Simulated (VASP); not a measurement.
Runs of VASP 6.6.1 on GaN. The structure is cubic, space group Fm-3m (No. 225). Conventional cell: a = 4.270 Å, b = 4.270 Å, c = 4.270 Å, α = 90.00°, β = 90.00°, γ = 90.00°. Within 2.8 Å of Ga (site symmetry m-3m) lie 6 N at 2.14 Å. N (site symmetry m-3m) has 6 Ga at 2.14 Å within 2.8 Å. 

```csv
task,level,potentials or basis,spin,cell,k mesh,cutoff (eV),smearing,grid for exact exchange (PRECFOCK),share of exact exchange,screening parameter,gap on the mesh (eV),pressure (GPa),relaxed volume (Å³/atom)
single point,r2SCAN,"VASP PAW PBE potentials, release 64 (Ga_d, N)","non-collinear, zero start, SOC",as given,8 × 8 × 8,520,fermi-dirac 0.05 eV,-,-,-,-,-7.4,-
relaxation of cell and atoms,PBE+D4,"VASP PAW PBE potentials, release 64 (Ga_d, N)",off,relaxed,11 × 11 × 11,600,fermi-dirac 0.05 eV,-,-,-,0.74,0.0,9.43
dielectric tensor,LDA,"VASP PAW LDA potentials, release 64 (Ga_d, N)",off,as given,11 × 11 × 11,520,gaussian 0.01 eV,-,-,-,(d),-,-
relaxation of cell and atoms,PBEsol+D4,"VASP PAW PBE potentials, release 64 (Ga_d, N)",off,relaxed,11 × 11 × 11,600,fermi-dirac 0.05 eV,-,-,-,0.79,0.0,(b)
relaxation of cell and atoms,RPBE+D3(BJ),"VASP PAW PBE potentials, release 64 (Ga_d, N)",off,relaxed,11 × 11 × 11,600,fermi-dirac 0.05 eV,-,-,-,1.23,0.0,8.88
single point,PBE,"VASP PAW PBE potentials, release 64 (Ga_d, N)",off,as given,8 × 8 × 8,520,fermi-dirac 0.05 eV,-,-,-,0.42,(a),-
single point,HSE06,"VASP PAW PBE potentials, release 64 (Ga_d, N)",off,as given,6 × 6 × 6,520,fermi-dirac 0.05 eV,Normal,0.25,0.2079 1/Å,(c),-9.0,-
```

Problem. Estimate the missing entries.

Solution. (a) 0.4; (b) 9.23; (c) 1.61; (d) 0.36.

Caveats: some runs use coarse meshes; the PAW data sets were made with another functional, which shifts forces and pressure a little (at least some runs); an odd mesh through Γ misses points on the zone boundary, where band edges can lie (at least some runs); the cell stands under tension (at least some runs); the gap is small at this level, which inflates the dielectric constant (at least some runs).

A k mesh can miss the band edges, and rows without SOC leave out spin-orbit coupling on Ga.
